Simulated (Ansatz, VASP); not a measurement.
# One calculation of BP, two programs

Contents of INCAR:

```
SYSTEM = BP
PREC     = Accurate       ! precision mode
ENCUT    = 600            ! plane-wave cutoff, eV
EDIFF    = 1E-6           ! SCF threshold, eV
ISMEAR   = -1             ! smearing method
SIGMA    = 0.05           ! smearing width, eV
LREAL    = .FALSE.        ! projectors in reciprocal space
LASPH    = .TRUE.         ! aspherical terms in the spheres
NELM     = 100            ! most SCF steps
ALGO     = Normal         ! electronic algorithm
ISIF     = 3              ! what is computed and relaxed
LWAVE    = .FALSE.        ! write WAVECAR
LCHARG   = .FALSE.        ! write CHGCAR
GGA      = PE             ! functional
IBRION   = 2              ! ionic algorithm
NSW      = 60             ! ionic steps
EDIFFG   = -0.01          ! ionic threshold
```

File KPOINTS:

```
Automatic mesh
0
G
  10 10 10
  0 0 0
```

File POSCAR:

```
BP
1.0
    0.0000000000      2.2690000000      2.2690000000
    2.2690000000      0.0000000000      2.2690000000
    2.2690000000      2.2690000000      0.0000000000
P B
1 1
Direct
    0.7500000000      0.7500000000      0.7500000000
    0.0000000000      0.0000000000      0.0000000000
```

File input.yaml:

```yaml
crystal:
  lattice:
    - [0.0, 2.269, 2.269]
    - [2.269, 0.0, 2.269]
    - [2.269, 2.269, 0.0]
  atoms:
    - { symbol: P, position: [0.75, 0.75, 0.75] }
    - { symbol: B, position: [0.0, 0.0, 0.0] }
hamiltonian:
  xc: pbe
  pseudopotentials: { kind: paw }
kpoints:
  mp_grid: { grid: [10, 10, 10] }
scf:
  occupations: { method: fermi_dirac, width: 0.05 }
output:
  forces: true
  stress: true
  write_density: true
  write_potential: true
  elf: true
  volumetric_format: npy
relax:
  f_tol: 0.01
  max_steps: 40
  cell: { stress_tol: 0.05 }
```

Alike in both runs: task relaxation of cell and atoms; functional PBE; k mesh 10 × 10 × 10; occupations fermi-dirac, width 0.05 eV; no spin polarisation.

|  | VASP | Ansatz |
| --- | --- | --- |
| version | VASP 6.6.1 | Ansatz 0.2.0 |
| potentials or method | VASP PAW PBE potentials, release 64 (P, B) | Ansatz PAW |
| plane-wave cutoff (eV) | 600 | 420 |
| valence electrons in the cell | 8 | 8 |

```tsv
	VASP	Ansatz	Ansatz less VASP
gap on the k mesh at the Fermi level, each at its own relaxed structure (eV)	1.25	1.25	+0.006
relaxed volume (Å³/atom)	11.75	11.76	+0.016
relaxed cell length with the largest relative difference (Å)	3.215	3.216	+0.0014
```

Noted on Ansatz's run: the plane-wave basis is chosen anew once the cell has moved, so the energies of steps on either side of that aren't comparable.
